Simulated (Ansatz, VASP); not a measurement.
**Fe2Ge in VASP and in Ansatz**

The input INCAR:

```
PREC     = Accurate       # precision mode
ENCUT    = 520            # plane-wave cutoff, eV
EDIFF    = 1E-6           # SCF threshold, eV
ISMEAR   = 0              # smearing method
SIGMA    = 0.05           # smearing width, eV
LREAL    = F              # projectors in reciprocal space
LASPH    = T              # aspherical terms in the spheres
NELM     = 150            # most SCF steps
ALGO     = Fast           # electronic algorithm
ISIF     = 2              # what is computed and relaxed
LWAVE    = F              # write WAVECAR
LCHARG   = T              # write CHGCAR
ISPIN    = 2              # spin polarisation
MAGMOM   = 2.28 2.28 1.12 1.12 0 0 # initial moments
LORBIT   = 11             # projections on sites
LMAXMIX  = 4              # l up to which the mixer works
LELF     = T              # ELF
LVHAR    = T            
NBANDS   = 43             # bands
```

The input KPOINTS:

```
Automatic mesh
0
Gamma
  12 12 8
```

File POSCAR:

```
Fe2Ge
1.0
    4.0081230245      0.0000000000      0.0000000000
   -2.0040615123      3.4711363607      0.0000000000
    0.0000000000      0.0000000000      4.8350038050
Fe Ge
4 2
Direct
    0.0000000000      0.0000000000      0.0000000000
    0.0000000000      0.0000000000      0.5000000000
    0.6666666667      0.3333333333      0.7500000000
    0.3333333333      0.6666666667      0.2500000000
    0.6666666667      0.3333333333      0.2500000000
    0.3333333333      0.6666666667      0.7500000000
```

Input for Ansatz:

```yaml
crystal:
  lattice:
    - [4.0081230245, 0.0, 0.0]
    - [-2.0040615123, 3.4711363607, 0.0]
    - [0.0, 0.0, 4.835003805]
  atoms:
    - { symbol: Fe, position: [0.0, 0.0, 0.0], spin: 2.28 }
    - { symbol: Fe, position: [0.0, 0.0, 0.5], spin: 2.28 }
    - { symbol: Fe, position: [0.6666666667, 0.3333333333, 0.75], spin: 1.12 }
    - { symbol: Fe, position: [0.3333333333, 0.6666666667, 0.25], spin: 1.12 }
    - { symbol: Ge, position: [0.6666666667, 0.3333333333, 0.25] }
    - { symbol: Ge, position: [0.3333333333, 0.6666666667, 0.75] }
basis:
  ecutwfc: 420
  ecutrho_ratio: 4
kpoints:
  mp_grid: { grid: [12, 12, 8] }
  band_path:
    path:
      - [[0.0, 0.0, 0.0], [0.5, 0.0, 0.0], [0.33333333, 0.33333333, 0.0], [0.0, 0.0, 0.0], [0.0, 0.0, 0.5], [0.5, 0.0, 0.5], [0.33333333, 0.33333333, 0.5], [0.0, 0.0, 0.5]]
      - [[0.5, 0.0, 0.5], [0.5, 0.0, 0.0]]
      - [[0.33333333, 0.33333333, 0.5], [0.33333333, 0.33333333, 0.0]]
    npoints: 14
hamiltonian:
  xc: lda
scf:
  occupations: { method: gaussian, width: 0.05 }
  lower_state_search: "off"
  n_extra_bands: 31
output:
  forces: true
  stress: true
  eigenvalues: true
  populations: true
  dos: { projected: true, de: 0.02, nscf_kmesh: { grid: [18, 18, 12] } }
  bader: true
magnetization:
  spin_polarized: true
checkpoint:
  read: start.run
  write: ck
  compress: false
  write_wavefunctions: false
  write_every: 100000
```

Alike in both runs: task single point; functional LDA; k mesh 12 × 12 × 8; occupations gaussian, width 0.05 eV; collinear spin.

|  | VASP | Ansatz |
| --- | --- | --- |
| version | VASP 6.6.1 | Ansatz 0.2.0 |
| potentials or method | VASP PAW LDA potentials, release 64 (Fe, Ge_d), cutoff 520 eV | scalar-relativistic, plane waves, PAW |
| valence electrons in the cell | 60 | 92 |

Ansatz gave:

```
gap on the k mesh at the Fermi level (eV)                     : none
pressure (GPa)                                                : 0.0
traceless stress, the component that is largest in VASP (GPa) : 0.00
net moment per atom (μB)                                      : 1.03
size of the moment on the site where the two differ most (μB) : 2.07
```

Which values does VASP return?

gap on the k mesh at the Fermi level (eV): none; pressure (GPa): 0.2; traceless stress, the component that is largest in VASP (GPa): -0.36; net moment per atom (μB): 1.00; size of the moment on the site where the two differ most (μB): 2.03.

LDA's correlation is that of Perdew and Zunger in VASP and of Perdew and Wang (1992) in Ansatz. Site moments also hang on the region over which each program counts them. A gap of «none» marks a metal or a gap that the smearing closes. VASP's potentials hold 60 valence electrons a cell and Ansatz's 92, so a difference there can come from the potentials and not from the codes. Ansatz's warnings: stability check not made.
